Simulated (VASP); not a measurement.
Li:

```
Li
1.0
     1.55050    0.89518    7.58830
    -1.55050    0.89518    7.58830
     0.00000   -1.79036    7.58830
Li
3
Direct
  0.00000 0.00000 0.00000
  0.22200 0.22200 0.22200
  0.77800 0.77800 0.77800
```

```yaml
Program: VASP 6.6.1
Task: relaxation of cell and atoms
Functional: BLYP
Potentials_or_basis: VASP PAW PBE potentials, release 64 (Li_sv)
Cutoff: 600 eV
k_mesh: 12 × 12 × 12
Occupations: fermi-dirac, width 0.1 eV
Spin: no spin polarisation
```

At the start: pressure -0.7 GPa; volume 21.06 Å³/atom.

Question: Where does the relaxation end?

Answer: Over 4 steps the energy falls by 2.7 meV/atom and the volume is 19.86 Å³/atom (-5.7 %); space group R-3m (No. 166, to 0.1 Å) before and after.

The path:
```tsv
step	energy change (eV)	largest force (eV/Å)	pressure (GPa)	volume (Å³)
1	0.0000	0.0074	-0.71	63.19
2	-0.0033	0.0067	-0.56	62.34
3	-0.0079	0.0053	-0.05	59.84
4	-0.0080	0.0052	0.01	59.59
```

Final structure:
```cif
data_structure
_symmetry_space_group_name_H-M 'P 1'
_symmetry_Int_Tables_number 1
_cell_length_a 7.6313
_cell_length_b 7.6313
_cell_length_c 7.6313
_cell_angle_alpha 23.009
_cell_angle_beta 23.009
_cell_angle_gamma 23.009
_cell_volume 59.59
loop_
_atom_site_label
_atom_site_type_symbol
_atom_site_fract_x
_atom_site_fract_y
_atom_site_fract_z
_atom_site_occupancy
Li1 Li 0.00000 0.00000 0.00000 1
Li2 Li 0.22207 0.22207 0.22207 1
Li3 Li 0.77793 0.77793 0.77793 1
```

Caveat: the cutoff is under 1.25 times the usual one of these potentials, so pressure, stress and relaxed cells hold a basis-set (Pulay) error; the PAW data sets were made with another functional, which shifts forces and pressure a little.
